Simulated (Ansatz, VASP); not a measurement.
One calculation of Cs, two programs

Contents of INCAR:

```
PREC = Accurate ; ENCUT = 520
EDIFF = 1E-6 ; ISMEAR = -1
SIGMA = 0.1 ; LREAL = False
LASPH = True ; NELM = 80
ALGO = Normal ; ISIF = 2
LWAVE = False ; LCHARG = False
GGA = PS ; NBANDS = 20
```

KPOINTS

```
regular mesh
0
Gamma
  7 7 3
```

The input POSCAR:

```
Cs
1.0
    0.0000000000      3.8081082638     -3.8081082638
   -3.8081082638      0.0000000000      3.8081082638
    7.6162165276      7.6162165276      7.6162165276
Cs
3
Direct
    0.0000000000      0.0000000000      0.0000000000
    0.3333333330      0.6666666670      0.3333333330
    0.6666666670      0.3333333330      0.6666666670
```

Input for Ansatz:

```yaml
crystal:
  lattice:
    - [0.0, 3.8081082638, -3.8081082638]
    - [-3.8081082638, 0.0, 3.8081082638]
    - [7.6162165276, 7.6162165276, 7.6162165276]
  atoms:
    - { symbol: Cs, position: [0.0, 0.0, 0.0] }
    - { symbol: Cs, position: [0.333333333, 0.666666667, 0.333333333] }
    - { symbol: Cs, position: [0.666666667, 0.333333333, 0.666666667] }
kpoints:
  mp_grid: { grid: [7, 7, 3] }
scf:
  occupations: { method: fermi_dirac, width: 0.1 }
hamiltonian:
  xc: pbesol
  pseudopotentials: { kind: all_electron, lapw: { basis_error: 0.001 } }
output:
  forces: true
  stress: true
  eigenvalues: true
```

Alike in both runs: task single point; functional PBEsol; k mesh 7 × 7 × 3; occupations fermi-dirac, width 0.1 eV; no spin polarisation.

|  | VASP | Ansatz |
| --- | --- | --- |
| version | VASP 6.6.1 | Ansatz 0.2.0 |
| potentials or method | VASP PAW PBE potentials, release 64 (Cs_sv), cutoff 520 eV | all-electron LAPW, scalar-relativistic |

```csv
,VASP,Ansatz,Ansatz less VASP
pressure (GPa),0.0,0.0,+0.01
```

VASP's potentials were made for PBE, not for PBEsol. Ansatz ran all-electron here, and VASP with PAW potentials.

Neither program's run includes spin-orbit coupling.
